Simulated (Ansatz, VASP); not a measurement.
One calculation of PbS, two programs

```
Pb S
1.0
     0.00000    2.74262    2.74262
     2.96500   -0.22237    2.96500
     2.96500    2.96500   -0.22237
Pb S
1 1
Direct
  0.00000 0.00000 0.00000
  0.50000 0.50000 0.50000
```

Change from the starting cell: strain -0.1500 x Voigt [0, 0, 0, 1, 0, 0], atoms carried along.

Alike in both runs: task single point; functional LDA; k mesh 10 × 10 × 10; occupations gaussian, width 0.03 eV; no spin polarisation.

|  | VASP | Ansatz |
| --- | --- | --- |
| version | VASP 6.6.1 | Ansatz 0.2.0 |
| potentials or method | VASP PAW LDA potentials, release 64 (Pb_d, S), cutoff 520 eV | scalar-relativistic, plane waves, PAW |
| valence electrons in the cell | 20 | 20 |

Ansatz gave:

```
gap on the k mesh at the Fermi level (eV)                     : none
pressure (GPa)                                                : -2.7
traceless stress, the component that is largest in VASP (GPa) : 3.17
```

Task: What did VASP give for the same quantities?

Result: gap on the k mesh at the Fermi level (eV): none; pressure (GPa): -2.6; traceless stress, the component that is largest in VASP (GPa): 3.15.

LDA's correlation is that of Perdew and Zunger in VASP and of Perdew and Wang (1992) in Ansatz. A gap of «none» marks a metal or a gap that the smearing closes.

Neither program's run includes spin-orbit coupling.
